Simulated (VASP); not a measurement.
# TiO2 (Rutile) (P4_2/mnm) in VASP: notebook

The runs below take TiO2 (Rutile) through single point, with r2SCAN.

Everything below comes from runs of VASP 6.6.1. Logs are shortened: lines on timing, memory, paths and dates and some standing lists are left out, and cuts for length are marked.

**Experimental background.**

“Shallow Valence Band of Rutile GeO2 and P-type Doping”, 2020, arxiv:2011.08928 quotes, for a bulk crystal of TiO2 at 1.6 K: band gap 3.03 eV (direct).

The results are compared with them further down.

## (1) The cell of the first run

Symmetry: P4_2/mnm, No. 136, tetragonal system. Conventional cell: a = 4.597 Å, b = 4.597 Å, c = 2.954 Å, α = 90.00°, β = 90.00°, γ = 90.00°. Within 2.6 Å of Ti (site symmetry mmm) lie 6 O at 1.95 to 1.98 Å. Within 2.6 Å of O (site symmetry m2m) lie 3 Ti at 1.95 to 1.98 Å and 1 O at 2.54 Å.

## (2) Single point, r2SCAN

Input file POSCAR:

```
TiO2
1.0
    4.5969450477      0.0000000000      0.0000000000
    0.0000000000      4.5969450477      0.0000000000
    0.0000000000      0.0000000000      2.9535430797
Ti O
2 4
Direct
    0.0000000000      0.0000000000      0.0000000000
    0.5000000000      0.5000000000      0.5000000000
    0.3046314516      0.3046314516      0.0000000000
    0.1953685484      0.8046314516      0.5000000000
    0.6953685484      0.6953685484      0.0000000000
    0.8046314516      0.1953685484      0.5000000000
```

Input file INCAR.step1:

```
SYSTEM = TiO2
PREC = Accurate ; ENCUT = 520
ISMEAR = 0 ; SIGMA = 0.02
LREAL = .FALSE. ; LASPH = .TRUE.
NELM = 60 ; NBANDS = 33
GGA = PE ; ALGO = Normal
EDIFF = 1E-4 ; LWAVE = .TRUE.
LCHARG = .FALSE.
```

Input file INCAR.step2:

```
SYSTEM = TiO2
PREC = Accurate ; ENCUT = 520
EDIFF = 1E-6 ; ISMEAR = 0
SIGMA = 0.02 ; LREAL = .FALSE.
LASPH = .TRUE. ; NELM = 60
ALGO = Normal ; ISIF = 2
LWAVE = .FALSE. ; LCHARG = .TRUE.
METAGGA = R2SCAN ; LMIXTAU = .TRUE.
LELF = .TRUE. ; LVHAR = .TRUE.
NBANDS = 33 ; ISTART = 1
```

Input file KPOINTS:

```
regular mesh
0
G
  6 6 10
  0 0 0
```

Potentials or basis: VASP PAW PBE potentials, release 64 (Ti_sv, O).

Command:

```sh
$ cat potpaw_PBE.64/Ti_sv/POTCAR potpaw_PBE.64/O/POTCAR > POTCAR
$ cp INCAR.step1 INCAR
$ mpirun -np 1 vasp_std > vasp.out
$ cp INCAR.step2 INCAR
$ mpirun -np 1 vasp_std > vasp.out
```

OUTCAR:

```text
SYSTEM = TiO2
   PREC = Accurate
   ENCUT = 520
   EDIFF = 1E-6
   ISMEAR = 0
   LREAL = .FALSE.
   LASPH = .TRUE.
   NELM = 60
   ISIF = 2
   METAGGA = R2SCAN
   ISTART = 1

 ion  position               nearest neighbor table
   1  0.000  0.000  0.000-   4 1.95   6 1.95   4 1.95   6 1.95   5 1.98   3 1.98
   2  0.500  0.500  0.500-   3 1.95   5 1.95   3 1.95   5 1.95   4 1.98   6 1.98
   3  0.305  0.305  0.000-   2 1.95   2 1.95   1 1.98
   4  0.195  0.805  0.500-   1 1.95   1 1.95   2 1.98
   5  0.695  0.695  0.000-   2 1.95   2 1.95   1 1.98
   6  0.805  0.195  0.500-   1 1.95   1 1.95   2 1.98

  LATTYP: Found a simple tetragonal cell.
 ALAT       =     4.5969450477
 C/A-ratio  =     0.6425012805

  Lattice vectors:

 A1 = (   4.5969450477,   0.0000000000,   0.0000000000)
 A2 = (   0.0000000000,   4.5969450477,   0.0000000000)
 A3 = (   0.0000000000,   0.0000000000,   2.9535430797)

Analysis of symmetry for initial positions (statically):
=====================================================================
 Subroutine PRICEL returns:
 Original cell was already a primitive cell.

 Routine SETGRP: Setting up the symmetry group for a
 simple tetragonal supercell.

 Subroutine GETGRP returns: Found 16 space group operations
 (whereof  8 operations were pure point group operations)
 out of a pool of 16 trial point group operations.

The static configuration has the point symmetry D_2h.
 The point group associated with its full space group is D_4h.

Analysis of symmetry for dynamics (positions and initial velocities):
=====================================================================
 Subroutine PRICEL returns:
 Original cell was already a primitive cell.

 Routine SETGRP: Setting up the symmetry group for a
 simple tetragonal supercell.

 Subroutine GETGRP returns: Found 16 space group operations
 (whereof  8 operations were pure point group operations)
 out of a pool of 16 trial point group operations.

The dynamic configuration has the point symmetry D_2h.
 The point group associated with its full space group is D_4h.

 Subroutine INISYM returns: Found 16 space group operations
 (whereof  8 operations are pure point group operations),
 and found     1 'primitive' translations

----------------------------------------------------------------------------------------

                                     Primitive cell

  volume of cell :      62.4140

  direct lattice vectors                    reciprocal lattice vectors
     4.596945048  0.000000000  0.000000000     0.217535774  0.000000000  0.000000000
     0.000000000  4.596945048  0.000000000     0.000000000  0.217535774  0.000000000
     0.000000000  0.000000000  2.953543080     0.000000000  0.000000000  0.338576406

  length of vectors
     4.596945048  4.596945048  2.953543080     0.217535774  0.217535774  0.338576406

  position of ions in fractional coordinates (direct lattice)
     0.000000000  0.000000000  0.000000000
     0.500000000  0.500000000  0.500000000
     0.304631452  0.304631452  0.000000000
     0.195368548  0.804631452  0.500000000
     0.695368548  0.695368548  0.000000000
     0.804631452  0.195368548  0.500000000

  ion indices of the primitive-cell ions
   primitive index   ion index
                 1           1
                 2           2
                 3           3
                 4           4
                 5           5
                 6           6

----------------------------------------------------------------------------------------

 KPOINTS: regular mesh

Automatic generation of k-mesh.
 Grid dimensions read from file:
 generate k-points for:    6    6   10

 Generating k-lattice:

  Cartesian coordinates                     Fractional coordinates (reciprocal lattice)
     0.036255962  0.000000000  0.000000000     0.166666667  0.000000000  0.000000000
     0.000000000  0.036255962  0.000000000     0.000000000  0.166666667  0.000000000
     0.000000000  0.000000000  0.033857641     0.000000000  0.000000000  0.100000000

  Length of vectors
     0.036255962  0.036255962  0.033857641

  Shift w.r.t. Gamma in fractional coordinates (k-lattice)
     0.000000000  0.000000000  0.000000000

 Subroutine IBZKPT returns following result:
 ===========================================

 Found     60 irreducible k-points:

 Following reciprocal coordinates:
            Coordinates               Weight
  0.000000  0.000000  0.000000      1.000000
  0.166667  0.000000  0.000000      4.000000
  0.333333  0.000000  0.000000      4.000000
  0.500000  0.000000  0.000000      2.000000
  0.166667  0.166667  0.000000      4.000000
  0.333333  0.166667  0.000000      8.000000
[... 16 lines left out ...]
  0.333333  0.000000  0.200000      8.000000
  0.500000  0.000000  0.200000      4.000000
 [... further k-points ...]
   k-points           NKPTS =     60   k-points in BZ     NKDIM =     60   number of bands    NBANDS=     33
   number of dos      NEDOS =    301   number of ions     NIONS =      6
   total plane-waves  NPLWV =  31104
   dimension x,y,z NGX =    36 NGY =   36 NGZ =   24
   dimension x,y,z NGXF=    72 NGYF=   72 NGZF=   48
   ions per type =               2   4
   NGX,Y,Z   is equivalent  to a cutoff of  13.02, 13.02, 13.51 a.u.
   NGXF,Y,Z  is equivalent  to a cutoff of  26.04, 26.04, 27.02 a.u.
 SYSTEM =  TiO2
   PREC   = accura    normal or accurate (medium, high low for compatibility)
   ISTART =      1    job   : 0-new  1-cont  2-samecut
   ICHARG =      0    charge: 1-file 2-atom 10-const
   ISPIN  =      1    spin polarized calculation?
   LNONCOLLINEAR =      F non collinear calculations
   LSORBIT =      F    spin-orbit coupling
   LASPH  =      T    aspherical Exc in radial PAW
   ENCUT  =  520.0 eV  38.22 Ry    6.18 a.u.   8.55  8.55  5.49*2*pi/ulx,y,z
   NELM   =     60;   NELMIN=  2; NELMDL=  0     # of ELM steps
   EDIFF  = 0.1E-05   stopping-criterion for ELM
   LREAL  =      F    real-space projection
   EDIFFG = 0.1E-04   stopping-criterion for IOM
   NSW    =      0    number of steps for IOM
   IBRION =     -1    ionic relax: 0-MD 1-quasi-New 2-CG
   NFREE  =      0    steps in history (QN), initial steepest desc. (CG)
   ISIF   =      2    stress and relaxation
   ISYM   =      2    0-nonsym 1-usesym 2-fastsym
   POTIM  = 0.5000    time-step for ionic-motion
   TEBEG  =    0.0;   TEEND  =   0.0 temperature during run
   PSTRESS=    0.0 pullay stress
   NELECT =      48.0000    total number of electrons
   NUPDOWN=      -1.0000    fix difference up-down
   EMIN   =  10.00;   EMAX   =-10.00  energy-range for DOS
   EFERMI =   0.00;   METHOD = LEGACY
   ISMEAR =     0;   SIGMA  =   0.02  broadening in eV -4-tet -1-fermi 0-gaus
   EFERMI_NEDOS =   21; number of points for ismear=-14 and -15
   IALGO  =     38    algorithm
   IMIX   =      4    mixing-type and parameters
     AMIX     =   0.40;   BMIX     =  1.00
     AMIX_MAG =   1.60;   BMIX_MAG =  1.00
  volume/ion in A,a.u.               =      10.40        70.20
  Fermi-wavevector in a.u.,A,eV,Ry     =   1.499896  2.834393 30.608880  2.249689
  Thomas-Fermi vector in A             =   2.611467
   LORBIT       =      0    0 simple, 1 ext, 2 COOP (PROOUT), +10 PAW based schemes
   METAGGA = R2SCAN    functional components
   LHFCALC =     F    Hartree Fock is set to
   AEXX    =    0.0000 exact exchange contribution
   IVDW    =     0    specifies the selected vdW correction
   LEPSILON=     F    determine dielectric tensor
   LRPA    =     F    only Hartree local field effects (RPA)
 non-spin polarized calculation
 Gauss-broadening in eV      SIGMA  =   0.02
  energy-cutoff  :      520.00
  volume of cell :       62.41
 maximum number of plane-waves:      1698
 NGX is ok and might be reduce to    36
   NGX = 17   NGY = 17   NGZ = 11

 number of electron      48.0000021 magnetization

 Free energy of the ion-electron system (eV)
  ---------------------------------------------------
  ext. energy  EPLUGINS =         0.00000000
  ---------------------------------------------------
  free energy    TOTEN  =       -69.79422028 eV

  energy without entropy =      -69.79422028  energy(sigma->0) =      -69.79422028

 E-fermi :   4.7019     XC(G=0): -12.1566

 val. band max:        4.5429660247   @ k =   0.0000   0.0000   0.0000
 cond. band min:       6.7722010837   @ k =   0.0000   0.0000   0.0000
 fundamental gap:      2.2292350590
 Fermi energy:         4.7019304918

 k-point     1 :       0.0000    0.0000    0.0000
  band No.  band energies     occupation
      1     -54.5991      2.00000
      2     -54.5812      2.00000
      3     -29.8659      2.00000
      4     -29.8659      2.00000
      5     -29.6874      2.00000
      6     -29.6874      2.00000
[... 25 lines left out ...]
     32      11.5300      0.00000
     33      11.5300      0.00000

 k-point     2 :       0.1667    0.0000    0.0000
  band No.  band energies     occupation
      1     -54.5979      2.00000
      2     -54.5824      2.00000
      3     -29.8563      2.00000
      4     -29.8555      2.00000
      5     -29.6989      2.00000
      6     -29.6980      2.00000
[... 25 lines left out ...]
     32      11.4316      0.00000
     33      11.4522      0.00000

 k-point     3 :       0.3333    0.0000    0.0000
  band No.  band energies     occupation
      1     -54.5946      2.00000
      2     -54.5857      2.00000
      3     -29.8311      2.00000
      4     -29.8289      2.00000
      5     -29.7277      2.00000
      6     -29.7254      2.00000
[... 25 lines left out ...]
     32      11.2338      0.00000
     33      11.2735      0.00000

 k-point     4 :       0.5000    0.0000    0.0000
  band No.  band energies     occupation
      1     -54.5901      2.00000
      2     -54.5901      2.00000
      3     -29.8091      2.00000
      4     -29.8091      2.00000
      5     -29.7485      2.00000
      6     -29.7485      2.00000
[... 25 lines left out ...]
     32      10.9981      0.00000
     33      11.1521      0.00000

 k-point     5 :       0.1667    0.1667    0.0000
  band No.  band energies     occupation
      1     -54.5968      2.00000
      2     -54.5834      2.00000
      3     -29.8689      2.00000
      4     -29.8276      2.00000
      5     -29.7284      2.00000
      6     -29.6855      2.00000
[... 604 lines left out ...]
 k-point    22 :       0.1667    0.0000    0.2000
  band No.  band energies     occupation
      1     -54.5822      2.00000
      2     -54.5696      2.00000
      3     -29.8298      2.00000
      4     -29.8143      2.00000
      5     -29.7935      2.00000
      6     -29.7889      2.00000
[... 25 lines left out ...]
     32      10.8153      0.00000
     33      11.0179      0.00000

 k-point    23 :       0.3333    0.0000    0.2000
  band No.  band energies     occupation
      1     -54.5795      2.00000
      2     -54.5722      2.00000
      3     -29.8314      2.00000
      4     -29.8105      2.00000
      5     -29.7853      2.00000
      6     -29.7706      2.00000
[... 25 lines left out ...]
     32      10.4081      0.00000
     33      11.0250      0.00000

 k-point    24 :       0.5000    0.0000    0.2000
  band No.  band energies     occupation
      1     -54.5758      2.00000
      2     -54.5758      2.00000
      3     -29.8228      2.00000
      4     -29.8228      2.00000
      5     -29.7658      2.00000
      6     -29.7658      2.00000
[... 25 lines left out ...]
     32      10.2064      0.00000
     33      11.4310      0.00000

 [... further k-points ...]

------------------------ aborting loop because EDIFF is reached ----------------------------------------

  FORCE on cell =-STRESS in cart. coord.  units (eV):
  Direction    XX          YY          ZZ          XY          YZ          ZX
  --------------------------------------------------------------------------------------
  -------------------------------------------------------------------------------------
  Total        0.4027183      0.4027183      0.6838993      0.0000000      0.0000000      0.0000000
  in kB       10.3378442     10.3378442     17.5558076      0.0000000      0.0000000      0.0000000
  external PRESSURE =      12.7438320 kB  Pullay stress =       0.0000000 kB

 VOLUME and BASIS-vectors are now :
 -----------------------------------------------------------------------------
  energy-cutoff  :      520.00
  volume of cell :       62.41
      direct lattice vectors                 reciprocal lattice vectors
     4.596945048  0.000000000  0.000000000     0.217535774  0.000000000  0.000000000
     0.000000000  4.596945048  0.000000000     0.000000000  0.217535774  0.000000000
     0.000000000  0.000000000  2.953543080     0.000000000  0.000000000  0.338576406

 POSITION                                       TOTAL-FORCE (eV/Angst)
 -----------------------------------------------------------------------------------
      0.00000      0.00000      0.00000         0.000000      0.000000      0.000000
      2.29847      2.29847      1.47677         0.000000      0.000000      0.000000
      1.40037      1.40037      0.00000        -0.025591     -0.025591      0.000000
      0.89810      3.69885      1.47677         0.025591     -0.025591      0.000000
      3.19657      3.19657      0.00000         0.025591      0.025591     -0.000000
      3.69885      0.89810      1.47677        -0.025591      0.025591      0.000000
 -----------------------------------------------------------------------------------
    total drift:                                0.000000      0.000000      0.000000

  FREE ENERGIE OF THE ION-ELECTRON SYSTEM (eV)
  ---------------------------------------------------
  free  energy   TOTEN  =       -69.7942202835 eV

  energy  without entropy=      -69.7942202835  energy(sigma->0) =      -69.79422028
```

Wall time 3.8 min (1 thread of Intel Xeon Platinum 8488C (Sapphire Rapids), shared host); peak memory 0.23 GiB.

What came out:

| Property | Result |
| --- | --- |
| Free energy | -69.7942 eV |
| Pressure | 1.3 GPa |
| Largest force | 0.036 eV/Å |
| Band gap on the k mesh | 2.23 eV, direct |

Forces on the atoms (eV/Å):
```
Ti   0.000  0.000  0.000
Ti   0.000  0.000  0.000
O   -0.026 -0.026  0.000
O    0.026 -0.026  0.000
O    0.026  0.026  0.000
O   -0.026  0.026  0.000
```

Caveat: the PAW data sets were made with another functional, which shifts forces and pressure a little.

## (3) Single point, r2SCAN

Input file POSCAR:

```
TiO2
1.0
    4.5967184364      0.0000000000      0.0000000000
    0.0000000000      4.5967184364      0.0000000000
    0.0000000000      0.0000000000      2.9537038877
Ti O
2 4
Direct
    0.0000000000      0.0000000000      0.0000000000
    0.5000000000      0.5000000000      0.5000000000
    0.3046121633      0.3046121633      0.0000000000
    0.1953878367      0.8046121633      0.5000000000
    0.6953878367      0.6953878367      0.0000000000
    0.8046121633      0.1953878367      0.5000000000
```

Input file INCAR.step1:

```
  PREC = Accurate
  ENCUT = 520
  ISMEAR = 0
  SIGMA = 0.01
  LREAL = False
  LASPH = True
  NELM = 100
  NBANDS = 33
  GGA = PE
  ALGO = Normal
  EDIFF = 1E-4
  LWAVE = True
  LCHARG = False
```

Input file INCAR.step2:

```
  PREC = Accurate
  ENCUT = 520
  EDIFF = 1E-7
  ISMEAR = 0
  SIGMA = 0.01
  LREAL = False
  LASPH = True
  NELM = 100
  ALGO = Normal
  ISIF = 2
  LWAVE = False
  LCHARG = False
  METAGGA = R2SCAN
  LMIXTAU = True
  NBANDS = 33
  ISTART = 1
```

Input file KPOINTS:

```
regular mesh
0
Gamma
  6 6 10
```

Potentials or basis: VASP PAW PBE potentials, release 64 (Ti_sv, O).

Command:

```sh
$ cat potpaw_PBE.64/Ti_sv/POTCAR potpaw_PBE.64/O/POTCAR > POTCAR
$ cp INCAR.step1 INCAR
$ mpirun -np 1 vasp_std > vasp.out
$ cp INCAR.step2 INCAR
$ mpirun -np 1 vasp_std > vasp.out
```

Wall time 4.3 min (1 thread of Intel Xeon Platinum 8488C (Sapphire Rapids), shared host); peak memory 0.24 GiB.

It converged, with:

```yaml
Free_energy: -69.7942 eV
Pressure: 1.3 GPa
Largest_force: 0.034 eV/Å
Band_gap_on_the_k_mesh: 2.23 eV, direct
```

Forces on the atoms (eV/Å):
```
Ti   0.000  0.000  0.000
Ti   0.000  0.000  0.000
O   -0.024 -0.024  0.000
O    0.024 -0.024  0.000
O    0.024  0.024  0.000
O   -0.024  0.024  0.000
```

Stress tensor (GPa, compression positive):
```
1.02 0.00 0.00
0.00 1.02 0.00
0.00 0.00 1.72
```

Levels at points of the mesh, in eV from the valence-band top:
```tsv
k point	band 21	band 22	band 23	band 24	band 25	band 26	band 27	band 28
(0.00, 0.00, 0.00)	-0.76	-0.49	-0.49	0.00	2.23	2.55	2.79	2.88
(0.50, 0.00, 0.00)	-1.70	-1.70	-0.77	-0.77	2.92	2.92	3.41	3.41
(0.50, 0.50, 0.00)	-1.38	-1.38	-1.13	-1.13	2.27	2.27	2.90	2.90
(0.00, 0.00, 0.50)	-2.40	-2.40	-1.48	-1.48	3.33	3.33	3.59	3.59
(0.50, 0.00, 0.50)	-2.08	-2.08	-1.09	-1.09	2.29	2.29	3.62	3.62
(0.50, 0.50, 0.50)	-1.32	-1.32	-0.72	-0.72	2.97	2.97	3.60	3.60
```

Caveat: the PAW data sets were made with another functional, which shifts forces and pressure a little. r2SCAN opens gaps a little over a GGA but as a rule still falls short of measured ones.

## (4) How close it comes

Step 2. Measured gap of TiO2: 3.03 eV (direct; 1.6 K; quoted in “Shallow Valence Band of Rutile GeO2 and P-type Doping”, 2020, arxiv:2011.08928). This calculation gives 2.23 eV (-0.80 eV). 2 values of this kind are on record in papers (3.03 to 3.05 eV); this one was drawn at random among those near their median. The value is that of r2SCAN on a finite k mesh, which can miss the band edges, without temperature or zero-point motion.
